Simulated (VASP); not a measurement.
Wanted: the native input for a VASP 6.6.1 run.

- Task: single point
- Functional: PBE
- Potentials or basis: VASP PAW PBE potentials, release 64 (Ta_pv, N)
- Cutoff: 520 eV
- k mesh: 10 × 10 × 1
- Occupations: fermi-dirac, width 0.05 eV
- Spin: no spin polarisation
- Dipole correction: yes
- Further INCAR settings: ALGO = Normal; EDIFF = 1e-07; NBANDS = 42

The structure of TaN lies in POSCAR:

```
TaN
1.0
    2.9379988584      0.0000000000      0.0000000000
   -1.4689994292      2.5443816477      0.0000000000
    0.0000000000      0.0000000000     25.0905000000
Ta N
4 4
Direct
    0.3333333333      0.6666666666      0.2989179171
    0.3333333333      0.6666666666      0.4138219645
    0.3333333333      0.6666666666      0.5287260118
    0.3333333333      0.6666666666      0.6436300592
    0.0000000000      0.0000000000      0.3563699408
    0.0000000000      0.0000000000      0.4712739882
    0.0000000000      0.0000000000      0.5861780355
    0.0000000000      0.0000000000      0.7010820829
```

The input as run:

INCAR

```
  PREC = Accurate
  ENCUT = 520
  EDIFF = 1E-7
  ISMEAR = -1
  SIGMA = 0.05
  LREAL = F
  LASPH = T
  NELM = 60
  ALGO = Normal
  ISIF = 2
  LWAVE = F
  LCHARG = F
  LDIPOL = T
  IDIPOL = 3
  DIPOL = 0.5 0.5 0.500
  GGA = PE
  NBANDS = 42
```

KPOINTS

```
Automatic mesh
0
Gamma
  10 10 1
```

Potentials or basis: VASP PAW PBE potentials, release 64 (Ta_pv, N).

The run is started by

```bash
$ cat potpaw_PBE.64/Ta_pv/POTCAR potpaw_PBE.64/N/POTCAR > POTCAR
$ mpirun -np 1 vasp_std > vasp.out
```

It gave:

```json
{
 "Largest force": "7.206 eV/Å",
 "Band gap on the k mesh": "zero (band 32 reaches 0.57 eV, above the bottom of band 33 at -0.02 eV)"
}
```

Caveat: spin-orbit coupling is left out, which moves the levels of the heavy elements.

It took 6.9 min on 1 thread of Intel Xeon 6975P-C (shared host), peak memory 0.37 GiB.
